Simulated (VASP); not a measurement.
Input of a VASP 6.6.1 run:

File INCAR:

```
PREC = Accurate ; ENCUT = 520
EDIFF = 1E-6 ; ISMEAR = 0
SIGMA = 0.01 ; LREAL = Auto
LASPH = T ; NELM = 150
ALGO = Normal ; ISIF = 2
LWAVE = F ; LCHARG = F
ISPIN = 2 ; MAGMOM = 0.2 0 0 0 0.2 0.2 0 0.2 0.2 0 0 0 0 0 0 0
LORBIT = 11 ; GGA = PE
NBANDS = 90
```

File KPOINTS:

```
regular mesh
0
Gamma
  3 3 3
```

The input POSCAR:

```
Ga8CN7
1.0
    0.0000000000      0.0000000000     -5.2431683713
   -3.2183708025     -5.5743817476      0.0000000000
   -3.2183708025      5.5743817476      0.0000000000
Ga C N
8 1 7
Direct
    0.5033157915      0.1654361520      0.8340431887
    0.5004881326      0.1657741813      0.3342333372
    0.5004697726      0.6652858242      0.8337458593
    0.5004770087      0.6652913439      0.3342283675
   -0.0006291346      0.3319372647      0.1670791545
   -0.0006445651      0.3319547570      0.6675327851
    0.0005380968      0.8320773856      0.1673616289
   -0.0006620391      0.8323519908      0.6675170595
    0.1296255202      0.1653954937      0.8340117421
    0.1246717740      0.1648986623      0.3337914034
    0.1246577582      0.6656559216      0.8345416229
    0.1246503076      0.6656619554      0.3337791658
    0.6262190831      0.3341629381      0.1715044217
    0.6262170372      0.3341791805      0.6653309451
    0.6238962750      0.8321394402      0.1674224472
    0.6262018416      0.8279698125      0.6653329712
```

Potentials or basis: VASP PAW PBE potentials, release 64 (Ga_d, C, N).

Run with:

```bash
$ cat potpaw_PBE.64/Ga_d/POTCAR potpaw_PBE.64/C/POTCAR potpaw_PBE.64/N/POTCAR > POTCAR
$ mpirun -np 1 vasp_std > vasp.out
```

Question: Predict the net moment.

Answer: -0.04 μB per cell.

Question: What does it give for the pressure?

Answer: 2.3 GPa.

Question: What does it give for the largest force?

Answer: 0.021 eV/Å.

Forces on the atoms (eV/Å):
```
Ga  -0.001  0.001  0.021
Ga   0.002 -0.001  0.000
Ga  -0.002  0.001  0.000
Ga   0.001  0.000  0.001
Ga   0.015 -0.007 -0.007
Ga   0.003  0.015 -0.007
Ga  -0.002  0.000  0.002
Ga  -0.014 -0.010 -0.009
C   -0.001  0.004 -0.006
N   -0.006 -0.005  0.002
N    0.004 -0.004  0.001
N   -0.001  0.006  0.001
N   -0.001  0.000 -0.001
N   -0.001  0.000 -0.001
N    0.003  0.000  0.003
N    0.001  0.000 -0.001
```

Caveat: the k points lie up to 0.40 Å⁻¹ apart.
